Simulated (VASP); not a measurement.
# Sb (P4/mmm) in VASP: notebook, part 2 of 2

VASP 6.6.1. The steps go on from the part before.

### Step 4. Single point, r2SCAN

This run uses another cell than the first one, of the same volume but with other edges.

Input file POSCAR:

```
Sb
1.0
    3.3359083267      0.0000000000      0.0000000000
    0.0000000000      3.3359083267      0.0000000000
    0.0000000000      0.0000000000      2.8355220777
Sb
1
Direct
    0.0000000000      0.0000000000      0.0000000000
```

Input file INCAR.step1:

```
PREC = Accurate ; ENCUT = 520
ISMEAR = 0 ; SIGMA = 0.15
LREAL = F ; LASPH = T
NELM = 80 ; NBANDS = 8
GGA = PE ; ALGO = Normal
EDIFF = 1E-4 ; LWAVE = T
LCHARG = F
```

Input file INCAR.step2:

```
PREC = Accurate ; ENCUT = 520
EDIFF = 1E-6 ; ISMEAR = 0
SIGMA = 0.15 ; LREAL = F
LASPH = T ; NELM = 80
ALGO = Normal ; ISIF = 2
LWAVE = F ; LCHARG = F
METAGGA = R2SCAN ; LMIXTAU = T
NBANDS = 8 ; ISTART = 1
```

Input file KPOINTS:

```
Automatic mesh
0
Gamma
  16 16 16
```

Potentials or basis: VASP PAW PBE potentials, release 64 (Sb).

Launch:

```
> cat potpaw_PBE.64/Sb/POTCAR > POTCAR
> cp INCAR.step1 INCAR
> mpirun -np 1 vasp_std > vasp.out
> cp INCAR.step2 INCAR
> mpirun -np 1 vasp_std > vasp.out
```

OUTCAR:

```text
PREC = Accurate
   ENCUT = 520
   EDIFF = 1E-6
   ISMEAR = 0
   LREAL = F
   LASPH = T
   NELM = 80
   ISIF = 2
   METAGGA = R2SCAN
   ISTART = 1

 ion  position               nearest neighbor table
   1  0.000  0.000  0.000-

  LATTYP: Found a simple tetragonal cell.
 ALAT       =     3.3359083267
 C/A-ratio  =     0.8500000000

  Lattice vectors:

 A1 = (   3.3359083267,   0.0000000000,   0.0000000000)
 A2 = (   0.0000000000,   3.3359083267,   0.0000000000)
 A3 = (   0.0000000000,   0.0000000000,   2.8355220777)

Analysis of symmetry for initial positions (statically):
=====================================================================
 Subroutine PRICEL returns:
 Original cell was already a primitive cell.

 Routine SETGRP: Setting up the symmetry group for a
 simple tetragonal supercell.

 Subroutine GETGRP returns: Found 16 space group operations
 (whereof 16 operations were pure point group operations)
 out of a pool of 16 trial point group operations.

The static configuration has the point symmetry D_4h.

Analysis of symmetry for dynamics (positions and initial velocities):
=====================================================================
 Subroutine PRICEL returns:
 Original cell was already a primitive cell.

 Routine SETGRP: Setting up the symmetry group for a
 simple tetragonal supercell.

 Subroutine GETGRP returns: Found 16 space group operations
 (whereof 16 operations were pure point group operations)
 out of a pool of 16 trial point group operations.

The dynamic configuration has the point symmetry D_4h.

 Subroutine INISYM returns: Found 16 space group operations
 (whereof 16 operations are pure point group operations),
 and found     1 'primitive' translations

----------------------------------------------------------------------------------------
[... 111 lines left out ...]
     AMIX_MAG =   1.60;   BMIX_MAG =  1.00
  volume/ion in A,a.u.               =      31.55       212.94
  Fermi-wavevector in a.u.,A,eV,Ry     =   0.885886  1.674081 10.677766  0.784794
  Thomas-Fermi vector in A             =   2.006979
   LORBIT       =      0    0 simple, 1 ext, 2 COOP (PROOUT), +10 PAW based schemes
   METAGGA = R2SCAN    functional components
   LHFCALC =     F    Hartree Fock is set to
   AEXX    =    0.0000 exact exchange contribution
   IVDW    =     0    specifies the selected vdW correction
   LEPSILON=     F    determine dielectric tensor
   LRPA    =     F    only Hartree local field effects (RPA)
 non-spin polarized calculation
 Gauss-broadening in eV      SIGMA  =   0.15
  energy-cutoff  :      520.00
  volume of cell :       31.55
 maximum number of plane-waves:       884
 NGX is ok and might be reduce to    28

 number of electron       5.0000001 magnetization

 Free energy of the ion-electron system (eV)
  ---------------------------------------------------
  ext. energy  EPLUGINS =         0.00000000
  ---------------------------------------------------
  free energy    TOTEN  =       -25.41895530 eV

  energy without entropy =      -25.41398811  energy(sigma->0) =      -25.41647170

 E-fermi :   6.3393     XC(G=0):  -9.8310

 val. band max:        6.3384774978   @ k =   0.4375   0.2500   0.2500
 cond. band min:       6.3493796313   @ k =   0.1250   0.0625   0.0000
 fundamental gap:      0.0109021335
 Fermi energy:         6.3392635537

 k-point     1 :       0.0000    0.0000    0.0000
  band No.  band energies     occupation
      1      -6.3940      2.00000
      2       8.0556      0.00000
      3       8.0556      0.00000
      4      12.5498      0.00000
      5      12.6254      0.00000
      6      13.1154      0.00000
      7      17.4446      0.00000
      8      22.8162      0.00000
[... 243 lines left out ...]
 k-point    24 :       0.5000    0.1250    0.0000
  band No.  band energies     occupation
      1      -4.4873      2.00000
      2       1.0953      2.00000
      3       7.8434      0.00000
      4      13.8612      0.00000
      5      14.7922      0.00000
      6      16.3273      0.00000
      7      19.9715      0.00000
      8      20.1438      0.00000

 [... further k-points ...]

------------------------ aborting loop because EDIFF is reached ----------------------------------------

  FORCE on cell =-STRESS in cart. coord.  units (eV):
  Direction    XX          YY          ZZ          XY          YZ          ZX
  --------------------------------------------------------------------------------------
  -------------------------------------------------------------------------------------
  Total       -1.5482474     -1.5482474      2.7225444      0.0000000      0.0000000      0.0000000
  in kB      -78.6121549    -78.6121549    138.2370023      0.0000000      0.0000000      0.0000000
  external PRESSURE =      -6.3291025 kB  Pullay stress =       0.0000000 kB

 VOLUME and BASIS-vectors are now :
 -----------------------------------------------------------------------------
  energy-cutoff  :      520.00
  volume of cell :       31.55
      direct lattice vectors                 reciprocal lattice vectors
     3.335908327  0.000000000  0.000000000     0.299768429  0.000000000  0.000000000
     0.000000000  3.335908327  0.000000000     0.000000000  0.299768429  0.000000000
     0.000000000  0.000000000  2.835522078     0.000000000  0.000000000  0.352668741

 POSITION                                       TOTAL-FORCE (eV/Angst)
 -----------------------------------------------------------------------------------
      0.00000      0.00000      0.00000         0.000000      0.000000      0.000000
 -----------------------------------------------------------------------------------
    total drift:                                0.000000     -0.000000      0.000000

  FREE ENERGIE OF THE ION-ELECTRON SYSTEM (eV)
  ---------------------------------------------------
  free  energy   TOTEN  =       -25.4189552989 eV

  energy  without entropy=      -25.4139881089  energy(sigma->0) =      -25.41647170
```

OUTCAR.step1:

```text
PREC = Accurate
   ENCUT = 520
   ISMEAR = 0
   LREAL = F
   LASPH = T
[... 481 lines left out ...]

 POSITION                                       TOTAL-FORCE (eV/Angst)
 -----------------------------------------------------------------------------------
      0.00000      0.00000      0.00000         0.000000      0.000000      0.000000
 -----------------------------------------------------------------------------------
    total drift:                                0.000000     -0.000000      0.000000

  FREE ENERGIE OF THE ION-ELECTRON SYSTEM (eV)
  ---------------------------------------------------
  free  energy   TOTEN  =        -3.8825489942 eV

  energy  without entropy=       -3.8770353095  energy(sigma->0) =       -3.87979215
```

Run time: 4.7 min. Hardware: 1 thread of Intel Xeon Platinum 8259CL at 2.50GHz (Skylake/Cascade Lake), shared host; peak memory 0.23 GiB.

Results:

| Property | Result |
| --- | --- |
| Free energy | -25.4190 eV |
| Pressure | -0.6 GPa |

Levels at points of the mesh, in eV from the Fermi level:
| k point | band 1 | band 2 | band 3 | band 4 | band 5 | band 6 |
| --- | --- | --- | --- | --- | --- | --- |
| (0.00, 0.00, 0.00) | -12.73 | 1.72 | 1.72 | 6.21 | 6.29 | 6.78 |
| (0.50, 0.00, 0.00) | -11.01 | -5.42 | 3.12 | 8.24 | 8.27 | 10.50 |
| (0.50, 0.50, 0.00) | -9.23 | -3.87 | -3.87 | 2.45 | 9.79 | 14.07 |
| (0.00, 0.00, 0.50) | -8.71 | -5.86 | 4.97 | 4.97 | 9.41 | 9.85 |
| (0.50, 0.00, 0.50) | -6.73 | -4.53 | -2.23 | 2.97 | 6.42 | 12.00 |
| (0.50, 0.50, 0.50) | -4.57 | -3.30 | -0.78 | -0.78 | 5.01 | 5.01 |

Caveat: the PAW data sets were made with another functional, which shifts forces and pressure a little; spin-orbit coupling is left out, which moves the levels of the heavy elements.

### Step 5. The runs side by side

```csv
cell,gap on the mesh (eV),pressure (GPa)
"a = 3.547, b = 3.547, c = 2.508 Å, 1 atom",none,12.6
"a = 2.815, b = 2.815, c = 3.981 Å, 1 atom",none,7.3
"a = 3.336, b = 3.336, c = 2.836 Å, 1 atom",none,-0.6
```

Alike in all rows: task single point; level r2SCAN; potentials or basis VASP PAW PBE potentials, release 64 (Sb); no spin polarisation; k mesh 16 × 16 × 16; cutoff (eV) 520; smearing gaussian 0.15 eV.

Caveats: the PAW data sets were made with another functional, which shifts forces and pressure a little; spin-orbit coupling is left out, which moves the levels of the heavy elements.

Absolute energies hang on the potentials; compare differences alone.
